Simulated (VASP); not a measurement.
Input of a VASP 6.6.1 run:

File INCAR:

```
SYSTEM = Cr
PREC = Accurate ; ENCUT = 600
EDIFF = 1E-7 ; ISMEAR = -1
SIGMA = 0.1 ; LREAL = .FALSE.
LASPH = .TRUE. ; NELM = 100
ALGO = Normal ; ISIF = 3
LWAVE = .FALSE. ; LCHARG = .FALSE.
GGA = PS ; IBRION = 2
NSW = 80 ; EDIFFG = -0.01
```

KPOINTS

```
regular mesh
0
G
  15 15 15
  0 0 0
```

Contents of POSCAR:

```
Cr
1.0
    0.0000000000      1.8167431579      1.8167431579
    1.8167431579      0.0000000000      1.8167431579
    1.8167431579      1.8167431579      0.0000000000
Cr
1
Direct
    0.0000000000      0.0000000000      0.0000000000
```

Potentials or basis: VASP PAW PBE potentials, release 64 (Cr_pv).

Command:

```sh
$ cat potpaw_PBE.64/Cr_pv/POTCAR > POTCAR
$ mpirun -np 1 vasp_std > vasp.out
```

Estimate the relaxed volume.

11.45 Å³/atom.

Predict the relaxed cell.

a = 2.530 Å, b = 2.530 Å, c = 2.530 Å, α = 60.00°, β = 60.00°, γ = 60.00°.

Step by step:
```csv
step,energy change (eV),largest force (eV/Å),pressure (GPa),volume (Å³)
1,0.0000,0.0000,-10.86,11.99
2,0.0331,0.0000,22.03,10.64
3,-0.0193,0.0000,-0.25,11.46
4,-0.0193,0.0000,-0.01,11.45
```

Caveat: the PAW data sets were made with another functional, which shifts forces and pressure a little; the run has no spin polarisation, though such a crystal can be magnetic. Spin polarisation is off, so any magnetic state and its effect on volume and gap are missing.
